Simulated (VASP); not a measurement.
# W: single point with LDA

W:

```
W
1.0
    -1.56808    1.56808    1.56808
     1.56808   -1.56808    1.56808
     1.56808    1.56808   -1.56808
W
1
Direct
  0.00000 0.00000 0.00000
```

* Program: VASP 6.6.1
* Task: single point
* Functional: LDA
* Potentials or basis: VASP PAW LDA potentials, release 64 (W_sv)
* Cutoff: 520 eV
* k mesh: 22 × 22 × 22
* Occupations: gaussian, width 0.15 eV
* Spin: no spin polarisation

The pressure is 1.7 GPa and the band gap on the k mesh is zero (bands 7 and 8 overlap by 6.66 eV).

Levels at points of the mesh, in eV from the Fermi level:
```
           k point  band 4  band 5  band 6  band 7  band 8  band 9  band 10  band 11
(0.00, 0.00, 0.00)  -37.49   -9.71   -1.32   -1.32   -1.32    2.24     2.24    14.62
(0.50, 0.00, 0.00)  -37.50   -6.45   -3.73    0.92    2.16    3.15     6.37    11.53
(0.50, 0.50, 0.50)  -38.49   -6.09   -6.09    5.33    5.33    5.33     8.56     8.56
```

It took 51 s on 1 thread of Intel Xeon 8259CL (shared host), peak memory 0.17 GiB.

Caveat: spin-orbit coupling is left out, which moves the levels of the heavy elements.
